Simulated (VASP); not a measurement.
# Se (P6/mmm) in VASP: notebook, part 2 of 2

VASP 6.6.1.

## 4. Relaxation of cell and atoms, revPBE

This run uses another cell than the first one, of 21.81 Å³/atom, 0.891 times its volume.

File INCAR:

```
SYSTEM = Se
PREC = Accurate ; ENCUT = 600
EDIFF = 1E-6 ; ISMEAR = -1
SIGMA = 0.1 ; LREAL = .False.
LASPH = .True. ; NELM = 100
ALGO = Normal ; ISIF = 3
LWAVE = .False. ; LCHARG = .False.
GGA = RE ; IBRION = 2
NSW = 80 ; EDIFFG = -0.01
```

File KPOINTS:

```
regular mesh
0
Gamma
  7 7 10
  0 0 0
```

File POSCAR:

```
Se
1.0
    4.9764452362      0.0000000000      0.0000000000
   -2.4882226181      4.3097279951      0.0000000000
    0.0000000000      0.0000000000      3.0505609298
Se
3
Direct
    0.0000000000      0.0000000000      0.0000000000
    0.3333333333      0.6666666667      0.5000000000
    0.6666666667      0.3333333333      0.5000000000
```

Potentials or basis: VASP PAW PBE potentials, release 64 (Se).

Launch:

```console
cat potpaw_PBE.64/Se/POTCAR > POTCAR
mpirun -np 1 vasp_std > vasp.out
```

OUTCAR:

```text
SYSTEM = Se
   PREC = Accurate
   ENCUT = 600
   EDIFF = 1E-6
   ISMEAR = -1
   LREAL = .False.
   LASPH = .True.
   NELM = 100
   ISIF = 3
   GGA = RE
   IBRION = 2
   NSW = 80
   EDIFFG = -0.01

 ion  position               nearest neighbor table
   1  0.000  0.000  0.000-
   2  0.333  0.667  0.500-
   3  0.667  0.333  0.500-

  LATTYP: Found a hexagonal cell.
 ALAT       =     4.9764452362
 C/A-ratio  =     0.6130000000

  Lattice vectors:

 A1 = (   4.9764452362,   0.0000000000,   0.0000000000)
 A2 = (  -2.4882226181,   4.3097279951,   0.0000000000)
 A3 = (   0.0000000000,   0.0000000000,   3.0505609298)

Analysis of symmetry for initial positions (statically):
=====================================================================
 Subroutine PRICEL returns:
 Original cell was already a primitive cell.

 Routine SETGRP: Setting up the symmetry group for a
 hexagonal supercell.

 Subroutine GETGRP returns: Found 24 space group operations
 (whereof 24 operations were pure point group operations)
 out of a pool of 24 trial point group operations.

The static configuration has the point symmetry D_6h.

Analysis of symmetry for dynamics (positions and initial velocities):
=====================================================================
 Subroutine PRICEL returns:
 Original cell was already a primitive cell.

 Routine SETGRP: Setting up the symmetry group for a
 hexagonal supercell.

 Subroutine GETGRP returns: Found 24 space group operations
 (whereof 24 operations were pure point group operations)
 out of a pool of 24 trial point group operations.

The dynamic configuration has the point symmetry D_6h.

 Subroutine INISYM returns: Found 24 space group operations
 (whereof 24 operations are pure point group operations),
 and found     1 'primitive' translations

----------------------------------------------------------------------------------------

                                     Primitive cell

  volume of cell :      65.4258

[... 132 lines left out ...]

 Free energy of the ion-electron system (eV)
  ---------------------------------------------------
  ext. energy  EPLUGINS =         0.00000000
  ---------------------------------------------------
  free energy    TOTEN  =        -7.59637824 eV

  energy without entropy =       -7.51573117  energy(sigma->0) =       -7.55605470

------------------------ aborting loop because EDIFF is reached ----------------------------------------

  FORCE on cell =-STRESS in cart. coord.  units (eV):
  Direction    XX          YY          ZZ          XY          YZ          ZX
  --------------------------------------------------------------------------------------
  -------------------------------------------------------------------------------------
  Total       -0.8420808     -0.8420808     -0.7035214      0.0000000     -0.0000000      0.0000000
  in kB      -20.6212778    -20.6212778    -17.2281677      0.0000000     -0.0000000      0.0000000
  external PRESSURE =     -19.4902411 kB  Pullay stress =       0.0000000 kB
[... 92 lines left out ...]
  FREE ENERGIE OF THE ION-ELECTRON SYSTEM (eV)
  ---------------------------------------------------
  free  energy   TOTEN  =        -7.6098202607 eV

  energy  without entropy=       -7.5332735582  energy(sigma->0) =       -7.57154691

[... ionic steps 4 to 19 ...]

--------------------------------------- Ionic step       20  -------------------------------------------

 number of electron      17.9999998 magnetization

 E-fermi :   4.9604     XC(G=0): -10.2673

 val. band max:        4.9452111815   @ k =   0.2857   0.2857   0.1000
 cond. band min:       4.9754657001   @ k =   0.0000   0.0000   0.2000
 fundamental gap:      0.0302545187
 Fermi energy:         4.9603526101

 k-point     1 :       0.0000    0.0000    0.0000
  band No.  band energies     occupation
      1     -10.9726      2.00000
      2      -6.6477      2.00000
      3      -6.1537      2.00000
      4       0.0700      2.00000
      5       0.0700      2.00000
      6       1.1707      2.00000
      7       1.1707      2.00000
      8       2.6965      2.00000
      9       6.6044      0.00000
     10       6.7578      0.00000
     11       8.1346      0.00000
     12       8.1346      0.00000
     13       9.5463      0.00000
[... 441 lines left out ...]
--------------------------------------- Ionic step       22  -------------------------------------------

 number of electron      17.9999997 magnetization

 Free energy of the ion-electron system (eV)
  ---------------------------------------------------
  ext. energy  EPLUGINS =         0.00000000
  ---------------------------------------------------
  free energy    TOTEN  =        -7.67253752 eV

  energy without entropy =       -7.59740062  energy(sigma->0) =       -7.63496907

 E-fermi :   4.7048     XC(G=0): -10.1609

 val. band max:        4.7022851659   @ k =   0.0000   0.0000   0.2000
 cond. band min:       4.7368927911   @ k =   0.2857   0.2857   0.0000
 fundamental gap:      0.0346076252
 Fermi energy:         4.7047879894

 k-point     1 :       0.0000    0.0000    0.0000
  band No.  band energies     occupation
      1     -11.0667      2.00000
      2      -6.8682      2.00000
      3      -6.3537      2.00000
      4      -0.0701      2.00000
      5      -0.0701      2.00000
      6       1.0765      2.00000
      7       1.0765      2.00000
      8       2.3630      2.00000
      9       6.2340      0.00000
     10       6.3863      0.00000
     11       7.7784      0.00000
     12       7.7784      0.00000
     13       9.2883      0.00000
[... 398 lines left out ...]
  FREE ENERGIE OF THE ION-ELECTRON SYSTEM (eV)
  ---------------------------------------------------
  free  energy   TOTEN  =        -7.6725375225 eV

  energy  without entropy=       -7.5974006159  energy(sigma->0) =       -7.63496907

 reached required accuracy - stopping structural energy minimisation
```

CONTCAR:

```text
Se
   1.00000000000000
     4.7063796650741647    0.0000000000000000    0.0000000000000000
    -2.3531898325370824    4.0758443498160402    0.0000000000000014
     0.0000000000000000    0.0000000000000011    3.4193676209358572
  Se
     3
Direct
     0.0000000000000000    0.0000000000000000    0.0000000000000000
     0.3333333332999970    0.6666666667000030    0.5000000000000000
     0.6666666667000030    0.3333333332999970    0.5000000000000000

  0.00000000E+00  0.00000000E+00  0.00000000E+00
  0.00000000E+00  0.00000000E+00  0.00000000E+00
  0.00000000E+00  0.00000000E+00  0.00000000E+00
```

It took 2.6 min on 1 thread of Intel Xeon 6975P-C (Granite Rapids), shared host; peak memory 0.22 GiB.

What came out:

```yaml
Free_energy: -7.6725 eV
Relaxed_volume: 21.86 Å³/atom
Relaxed_cell: a = 4.706 Å, b = 4.706 Å, c = 3.419 Å, α = 90.00°, β = 90.00°, γ = 120.00°
Space_group_after_relaxing_to_0.05_Å: P6/mmm (No. 191)
Energy_gained_by_relaxing: 25.4 meV/atom
Ionic_steps: 22
Pressure_after_relaxing: 0.0 GPa
Band_gap_on_the_k_mesh: zero (band 9 reaches 6.23 eV, above the bottom of band 10 at 3.21 eV)
```

The path:
| step | energy change (eV) | largest force (eV/Å) | pressure (GPa) | volume (Å³) |
| --- | --- | --- | --- | --- |
| 1 | 0.0000 | 0.0000 | -1.95 | 65.43 |
| 2 | -0.0130 | 0.0000 | 0.39 | 62.95 |
| 3 | -0.0134 | 0.0000 | 0.02 | 63.30 |
| 4 | -0.0139 | 0.0000 | 0.03 | 63.29 |
| 5 | -0.0160 | 0.0000 | 0.07 | 63.27 |
| 6 | -0.0230 | 0.0000 | 0.19 | 63.21 |
| 7 | -0.0413 | 0.0000 | 0.64 | 63.05 |
| 8 | -0.0562 | 0.0000 | 2.34 | 62.59 |
| 9 | -0.0568 | 0.0000 | 2.13 | 62.65 |
| 10 | -0.0566 | 0.0000 | 2.20 | 62.63 |
| 11 | -0.0567 | 0.0000 | 2.21 | 62.63 |
| 12 | -0.0568 | 0.0000 | 2.22 | 62.64 |
| 13 | -0.0570 | 0.0000 | 2.24 | 62.65 |
| 14 | -0.0572 | 0.0000 | 2.29 | 62.67 |
| 15 | -0.0573 | 0.0000 | 2.40 | 62.72 |
| 16 | -0.0578 | 0.0000 | 2.37 | 62.75 |
| 17 | -0.0590 | 0.0000 | 2.28 | 62.84 |
| 18 | -0.0615 | 0.0000 | 2.10 | 63.03 |
| 19 | -0.0657 | 0.0000 | 1.75 | 63.42 |
| 20 | -0.0719 | 0.0000 | 1.08 | 64.19 |
| 21 | -0.0761 | 0.0000 | -0.12 | 65.74 |
| 22 | -0.0762 | 0.0000 | -0.02 | 65.59 |

Final structure:
```
CELL_PARAMETERS angstrom
4.70638 0.00000 0.00000
-2.35319 4.07584 0.00000
0.00000 0.00000 3.41937
ATOMIC_POSITIONS crystal
Se 0.00000 0.00000 0.00000
Se 0.33333 0.66667 0.50000
Se 0.66667 0.33333 0.50000
```

Levels at points of the mesh, in eV from the Fermi level:
```csv
k point,band 7,band 8,band 9,band 10,band 11,band 12
"(0.00, 0.00, 0.00)",-3.63,-2.34,1.53,1.68,3.07,3.07
"(0.00, 0.00, 0.50)",-2.73,-1.50,-1.49,-1.49,-0.45,-0.45
```

Caveat: the PAW data sets were made with another functional, which shifts forces and pressure a little.

## 5. The runs side by side

| task | cell | k mesh | cutoff (eV) | gap on the mesh (eV) | pressure (GPa) |
| --- | --- | --- | --- | --- | --- |
| single point | a = 4.888, b = 4.888, c = 3.550 Å, angles 90.0, 90.0, 120.0°, 3 atoms | 9 × 9 × 10 | 520 | none | -5.3 |
| single point | a = 4.707, b = 4.707, c = 3.418 Å, angles 90.0, 90.0, 120.0°, 3 atoms | 10 × 10 × 12 | 520 | none | -0.1 |
| relaxation of cell and atoms | relaxed from a = 4.976, b = 4.976, c = 3.051 Å, angles 90.0, 90.0, 120.0°, 3 atoms | 7 × 7 × 10 | 600 | none | 0.0 |

Alike in all rows: level revPBE; potentials or basis VASP PAW PBE potentials, release 64 (Se); no spin polarisation; smearing fermi-dirac 0.1 eV.

Caveats: the PAW data sets were made with another functional, which shifts forces and pressure a little.

Absolute energies hang on the potentials; compare differences alone.
